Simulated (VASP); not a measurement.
A run of VASP 6.6.1 is set up as follows.

File INCAR:

```
  ALGO = Normal
  EDIFF = 1E-6
  ENCUT = 520
  GGA = PE
  ISIF = 2
  ISMEAR = 0
  LASPH = True
  LCHARG = False
  LREAL = Auto
  LWAVE = False
  NBANDS = 140
  NELM = 80
  PREC = Accurate
  SIGMA = 0.05
```

The input KPOINTS:

```
k-points
0
Gamma
  3 3 1
```

Contents of POSCAR:

```
GeSb4Te4
1.0
    8.6684990000      0.0000000000      0.0000000000
   -4.3342490000      7.5071400000      0.0000000000
    0.0000000000      0.0000000000     17.3673160000
Ge Sb Te
4 16 16
Direct
    0.0000000000      0.0000000000      0.0000000000
    0.0000000000      0.5000000000      0.0000000000
    0.5000000000      0.0000000000      0.0000000000
    0.5000000000      0.5000000000      0.0000000000
    0.1666670000      0.3333330000      0.5445200000
    0.1666670000      0.8333330000      0.5445200000
    0.6666670000      0.3333330000      0.5445200000
    0.6666670000      0.8333330000      0.5445200000
    0.3333330000      0.1666670000      0.4554800000
    0.3333330000      0.6666670000      0.4554800000
    0.8333330000      0.1666670000      0.4554800000
    0.8333330000      0.6666670000      0.4554800000
    0.3333330000      0.1666670000      0.7857900000
    0.3333330000      0.6666670000      0.7857900000
    0.8333330000      0.1666670000      0.7857900000
    0.8333330000      0.6666670000      0.7857900000
    0.1666670000      0.3333330000      0.2142100000
    0.1666670000      0.8333330000      0.2142100000
    0.6666670000      0.3333330000      0.2142100000
    0.6666670000      0.8333330000      0.2142100000
    0.1666670000      0.3333330000      0.9018000000
    0.1666670000      0.8333330000      0.9018000000
    0.6666670000      0.3333330000      0.9018000000
    0.6666670000      0.8333330000      0.9018000000
    0.3333330000      0.1666670000      0.0982000000
    0.3333330000      0.6666670000      0.0982000000
    0.8333330000      0.1666670000      0.0982000000
    0.8333330000      0.6666670000      0.0982000000
    0.0000000000      0.0000000000      0.6872210000
    0.0000000000      0.5000000000      0.6872210000
    0.5000000000      0.0000000000      0.6872210000
    0.5000000000      0.5000000000      0.6872210000
    0.0000000000      0.0000000000      0.3127790000
    0.0000000000      0.5000000000      0.3127790000
    0.5000000000      0.0000000000      0.3127790000
    0.5000000000      0.5000000000      0.3127790000
```

Potentials or basis: VASP PAW PBE potentials, release 64 (Ge_d, Sb, Te).

Launch:

```bash
$ cat potpaw_PBE.64/Ge_d/POTCAR potpaw_PBE.64/Sb/POTCAR potpaw_PBE.64/Te/POTCAR > POTCAR
$ mpirun -np 1 vasp_std > vasp.out
```

Estimate the largest force.

0.066 eV/Å.

Predict the pressure.

0.1 GPa.

Estimate the band gap on the k mesh.

0.10 eV.

Forces on the atoms (eV/Å):
```
Ge   0.000  0.000  0.000
Ge   0.000  0.000  0.000
Ge   0.000  0.000  0.000
Ge   0.000  0.000  0.000
Sb   0.000  0.000  0.038
Sb   0.000  0.000  0.038
Sb   0.000  0.000  0.038
Sb   0.000  0.000  0.038
Sb   0.000  0.000 -0.038
Sb   0.000  0.000 -0.038
Sb   0.000  0.000 -0.038
Sb   0.000  0.000 -0.038
Sb   0.000  0.000  0.034
Sb   0.000  0.000  0.034
Sb   0.000  0.000  0.034
Sb   0.000  0.000  0.034
Sb   0.000  0.000 -0.034
Sb   0.000  0.000 -0.034
Sb   0.000  0.000 -0.034
Sb   0.000  0.000 -0.034
Te   0.000  0.000  0.023
Te   0.000  0.000  0.023
Te   0.000  0.000  0.023
Te   0.000  0.000  0.023
Te   0.000  0.000 -0.023
Te   0.000  0.000 -0.023
Te   0.000  0.000 -0.023
Te   0.000  0.000 -0.023
Te   0.000  0.000  0.066
Te   0.000  0.000  0.066
Te   0.000  0.000  0.066
Te   0.000  0.000  0.066
Te   0.000  0.000 -0.066
Te   0.000  0.000 -0.066
Te   0.000  0.000 -0.066
Te   0.000  0.000 -0.066
```

Caveat: semilocal functionals underestimate gaps, and a narrow one can read as zero; spin-orbit coupling is left out, which moves the levels of the heavy elements. A k mesh can miss the band edges.
